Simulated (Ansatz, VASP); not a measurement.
Two plane-wave programs on MnO

The input INCAR:

```
SYSTEM = MnO
  PREC = Accurate
  ENCUT = 520
  EDIFF = 1E-6
  ISMEAR = -1
  SIGMA = 0.3
  LREAL = .False.
  LASPH = .True.
  NELM = 150
  ALGO = Normal
  ISIF = 2
  LWAVE = .False.
  LCHARG = .False.
  ISPIN = 2
  MAGMOM = 4 0
  LORBIT = 11
  LMAXMIX = 4
  GGA = CA
  NBANDS = 20
```

KPOINTS

```
Automatic mesh
0
Gamma
  10 10 10
  0 0 0
```

The input POSCAR:

```
MnO
1.0
    0.0000000000      2.2594491012      2.2594491012
    2.2594491012      0.0000000000      2.2594491012
    2.2594491012      2.2594491012      0.0000000000
Mn O
1 1
Direct
    0.0000000000      0.0000000000      0.0000000000
    0.5000000000      0.5000000000      0.5000000000
```

Input for Ansatz:

```yaml
crystal:
  lattice:
    - [0.0, 2.259449101199419, 2.259449101199419]
    - [2.259449101199419, 0.0, 2.259449101199419]
    - [2.259449101199419, 2.259449101199419, 0.0]
  atoms:
    - { symbol: Mn, position: [0.0, 0.0, 0.0], spin: 4.0 }
    - { symbol: O, position: [0.5, 0.5, 0.5] }
basis:
  ecutwfc: 500.0
kpoints:
  mp_grid:
    grid: [10, 10, 10]
hamiltonian:
  xc: lda
magnetization:
  spin_polarized: true
scf:
  n_extra_bands: 4
  mixing:
    algorithm: anderson
    preconditioner: resta
  occupations:
    method: fermi_dirac
    width: 0.3
```

Alike in both runs: task single point; functional LDA; k mesh 10 × 10 × 10; occupations fermi-dirac, width 0.3 eV; collinear spin.

```csv
,VASP,Ansatz
version,VASP 6.6.1,Ansatz 0.2.0
potentials or method,"VASP PAW LDA potentials, release 64 (Mn_pv, O), cutoff 520 eV","plane waves, PAW"
valence electrons in the cell,19,21
```

Ansatz gave:

```
net moment per atom (μB)                                      : 2.26
size of the moment on the site where the two differ most (μB) : 3.88
```

Task: What did VASP give for the same quantities?

Result: net moment per atom (μB): 2.22; size of the moment on the site where the two differ most (μB): 4.05.

LDA's correlation is that of Perdew and Zunger in VASP and of Perdew and Wang (1992) in Ansatz. Site moments also hang on the region over which each program counts them. VASP's potentials hold 19 valence electrons a cell and Ansatz's 21, so a difference there can come from the potentials and not from the codes. Ansatz's warnings: moment headroom below auto, stability check not made.
